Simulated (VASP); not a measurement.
Wanted: the native input for a VASP 6.6.1 run.

- Task: single point
- Functional: PBE
- Potentials or basis: VASP PAW PBE potentials, release 64 (Sn_d, O)
- Cutoff: 520 eV
- k mesh: 6 × 6 × 8
- Occupations: gaussian, width 0.05 eV
- Spin: no spin polarisation
- Dipole correction: no
- Further INCAR settings: ALGO = Normal; EDIFF = 1e-07; NBANDS = 35

The structure of SnO2 lies in POSCAR:

```
SnO2
1.0
    4.8277932898      0.0000000000      0.0000000000
    0.0000000000      4.8278069739      0.0000000000
    0.0000000000      0.0000000000      3.2379014683
Sn O
2 4
Direct
    0.4960558874      0.4949176847      0.5000000000
    0.0039507310     -0.0050874579      0.0000000000
    0.3031202983      0.3132027498      0.0000000000
    0.8346077973      0.2245262885      0.5000000000
    0.1968551479      0.8131822734      0.5000000000
    0.6653676488      0.7245467649      0.0000000000
```

This cell differs from its parent crystal: atoms displaced along a vibrational mode.

These files were run (other wordings do the same):

INCAR

```
  PREC = Accurate
  ENCUT = 520
  EDIFF = 1E-7
  ISMEAR = 0
  SIGMA = 0.05
  LREAL = F
  LASPH = T
  NELM = 80
  ALGO = Normal
  ISIF = 2
  LWAVE = F
  LCHARG = F
  GGA = PE
  NBANDS = 35
```

KPOINTS

```
regular mesh
0
Gamma
  6 6 8
```

Potentials or basis: VASP PAW PBE potentials, release 64 (Sn_d, O).

The run is started by

```bash
$ cat potpaw_PBE.64/Sn_d/POTCAR potpaw_PBE.64/O/POTCAR > POTCAR
$ mpirun -np 1 vasp_std > vasp.out
```

It gave:

```
Pressure               : 0.2 GPa
Largest force          : 0.727 eV/Å
Band gap on the k mesh : 0.79 eV
```

Caveat: the cell differs from its parent crystal (atoms displaced along a vibrational mode); spin-orbit coupling is left out, which moves the levels of the heavy elements.

Run time: 2.6 min on 1 thread of Intel(R) Xeon(R) Platinum 8259CL CPU @ 2.50GHz (Skylake/Cascade Lake) (shared host), peak memory 0.32 GiB.
